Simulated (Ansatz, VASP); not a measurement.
**One calculation of AlNi3, two programs**

File POSCAR:

```
AlNi3
1.0
    0.0000000000      2.8018887551      2.8018887551
    2.8018887551      0.0000000000      2.8018887551
    2.8018887551      2.8018887551      0.0000000000
Al Ni
1 3
Direct
    0.5000000000      0.5000000000      0.5000000000
    0.2500000000      0.2500000000      0.2500000000
    0.0000000000      0.0000000000      0.0000000000
    0.7500000000      0.7500000000      0.7500000000
```

The input INCAR.step1:

```
SYSTEM = AlNi3
  PREC = Accurate
  ENCUT = 520
  ISMEAR = 0
  SIGMA = 0.1
  LREAL = .False.
  LASPH = .True.
  NELM = 60
  NBANDS = 24
  GGA = PE
  ALGO = Normal
  EDIFF = 1E-4
  LWAVE = .True.
  LCHARG = .False.
```

Contents of INCAR.step2:

```
SYSTEM = AlNi3
  PREC = Accurate
  ENCUT = 520
  EDIFF = 1E-6
  ISMEAR = 0
  SIGMA = 0.1
  LREAL = .False.
  LASPH = .True.
  NELM = 60
  ALGO = Normal
  ISIF = 2
  LWAVE = .False.
  LCHARG = .False.
  METAGGA = R2SCAN
  LMIXTAU = .True.
  NBANDS = 24
  ISTART = 1
```

File KPOINTS:

```
Automatic mesh
0
Gamma
  18 18 18
  0 0 0
```

Input for Ansatz:

```yaml
crystal:
  lattice:
    - [0.0, 2.8018887551, 2.8018887551]
    - [2.8018887551, 0.0, 2.8018887551]
    - [2.8018887551, 2.8018887551, 0.0]
  atoms:
    - { symbol: Al, position: [0.5, 0.5, 0.5] }
    - { symbol: Ni, position: [0.25, 0.25, 0.25] }
    - { symbol: Ni, position: [0.0, 0.0, 0.0] }
    - { symbol: Ni, position: [0.75, 0.75, 0.75] }
basis:
  ecutwfc: 500
kpoints:
  mp_grid: { grid: [18, 18, 18] }
hamiltonian:
  xc: r2scan
scf:
  occupations: { method: gaussian, width: 0.1 }
output:
  forces: true
  stress: true
  eigenvalues: true
```

Alike in both runs: task single point; functional r2SCAN; k mesh 18 × 18 × 18; occupations gaussian, width 0.1 eV; no spin polarisation.

|  | VASP | Ansatz |
| --- | --- | --- |
| version | VASP 6.6.1 | Ansatz 0.2.0 |
| potentials or method | VASP PAW PBE potentials, release 64 (Al, Ni), cutoff 520 eV | scalar-relativistic, plane waves, PAW |
| valence electrons in the cell | 33 | 57 |

```tsv
	VASP	Ansatz	Ansatz less VASP
gap on the k mesh at the Fermi level (eV)	none	none	-
pressure (GPa)	0.1	0.0	-0.12
```

VASP's potentials were made for PBE, not for r2SCAN. A gap of «none» marks a metal or a gap that the smearing closes. VASP's potentials hold 33 valence electrons a cell and Ansatz's 57, so a difference there can come from the potentials and not from the codes.
